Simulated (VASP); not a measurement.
A run of VASP 6.6.1:

File INCAR:

```
SYSTEM = Bi2Te3
PREC = Accurate
ENCUT = 500
EDIFF = 1E-6
ISMEAR = 0
SIGMA = 0.03
LREAL = .FALSE.
LASPH = .TRUE.
NELM = 120
ALGO = Normal
ISIF = 2
LWAVE = .FALSE.
LCHARG = .FALSE.
GGA = PS
NBANDS = 85
GGA_COMPAT = .FALSE.
```

Contents of KPOINTS:

```
Automatic mesh
0
G
  9 9 2
  0 0 0
```

The input POSCAR:

```
Bi2Te3
1.0
   -4.3808388124      0.0000000000      0.0000000000
   -2.1904194062     -3.7939177014      0.0000000000
    0.0000000000      0.0000000000     30.0232969145
Bi Te
6 9
Direct
    0.6666666667      0.6666666667      0.5721690701
    1.0000000000      0.0000000000      0.2355049900
    0.3333333333      0.3333333333      0.9088331503
    0.6666666667      0.6666666667      0.7745209168
    1.0000000000      0.0000000000      0.4378568367
    0.3333333333      0.3333333333      0.1011927565
    0.6666666667      0.6666666667      0.1683488733
    0.0000000000      1.0000000000      0.8416770335
    0.3333333333      0.3333333333      0.5050129534
    0.6666666667      0.6666666667      0.3804536590
    1.0000000000      0.0000000000      0.0437895789
    0.3333333333      0.3333333333      0.7171177391
    0.6666666667      0.6666666667      0.9662363279
    1.0000000000      0.0000000000      0.6295722478
    0.3333333333      0.3333333333      0.2929081677
```

Potentials or basis: VASP PAW PBE potentials, release 64 (Bi_d, Te).

Command:

```console
$ cat potpaw_PBE.64/Bi_d/POTCAR potpaw_PBE.64/Te/POTCAR > POTCAR
$ mpirun -np 1 vasp_std > vasp.out
```

Hardware: 1 thread of Intel(R) Xeon(R) 6975P-C (Granite Rapids), on a shared host.

Problem. Estimate the wall time of this run.

Solution. It took 30 min on 1 thread of Intel(R) Xeon(R) 6975P-C (Granite Rapids), with other jobs on the host, peak memory 0.92 GiB. Counts: scf iterations 19, k points 24.
